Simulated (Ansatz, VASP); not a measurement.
Two plane-wave programs on ZnO

The input INCAR:

```
SYSTEM = ZnO
ALGO = Normal
EDIFF = 1E-6
ENCUT = 520
GGA = PS
ISIF = 2
ISMEAR = 0
LASPH = .True.
LCHARG = .False.
LREAL = .False.
LWAVE = .False.
NBANDS = 26
NELM = 100
PREC = Accurate
SIGMA = 0.05
```

File KPOINTS:

```
k-points
0
Gamma
  9 9 6
  0 0 0
```

File POSCAR:

```
ZnO
1.0
    3.2601408460      0.0000000000      0.0000000000
   -1.6300704230      2.8233647925      0.0000000000
    0.0000000000      0.0000000000      5.1223332972
Zn O
2 2
Direct
    0.3333333333      0.6666666667      0.0015754469
    0.6666666667      0.3333333333      0.5015754469
    0.3333333333      0.6666666667      0.3503636909
    0.6666666667      0.3333333333      0.8503636909
```

Input for Ansatz:

```yaml
crystal:
  lattice:
    - [3.260140846, 0.0, 0.0]
    - [-1.630070423, 2.8233647925, 0.0]
    - [0.0, 0.0, 5.1223332972]
  atoms:
    - { symbol: Zn, position: [0.3333333333, 0.6666666667, 0.0015754469] }
    - { symbol: Zn, position: [0.6666666667, 0.3333333333, 0.5015754469] }
    - { symbol: O, position: [0.3333333333, 0.6666666667, 0.3503636909] }
    - { symbol: O, position: [0.6666666667, 0.3333333333, 0.8503636909] }
basis:
  ecutwfc: 520.0
kpoints:
  mp_grid: { grid: [9, 9, 6] }
hamiltonian:
  xc: pbesol
  pseudopotentials: { kind: paw, azcp: { folder: soft_1 } }
scf:
  occupations: { method: gaussian, width: 0.05 }
output:
  forces: true
  stress: true
  eigenvalues: true
```

Alike in both runs: task single point; functional PBEsol; k mesh 9 × 9 × 6; occupations gaussian, width 0.05 eV; no spin polarisation.

|  | VASP | Ansatz |
| --- | --- | --- |
| version | VASP 6.6.1 | Ansatz 0.2.0 |
| potentials or method | VASP PAW PBE potentials, release 64 (Zn, O), cutoff 520 eV | scalar-relativistic, plane waves, PAW |
| valence electrons in the cell | 36 | 36 |

```tsv
	VASP	Ansatz	Ansatz less VASP
gap on the k mesh at the Fermi level (eV)	0.79	0.79	+0.003
least direct gap on the mesh (eV)	0.79	0.79	+0.003
pressure (GPa)	5.4	4.3	-1.05
traceless stress, the component that is largest in VASP (GPa)	21.08	20.16	-0.918
rms of the force components (eV/Å)	1.355	1.304	-0.0518
```

VASP's potentials were made for PBE, not for PBEsol, and Ansatz warns of the same on its side. Atom by atom the forces differ by 0.052 eV/Å (rms over components).
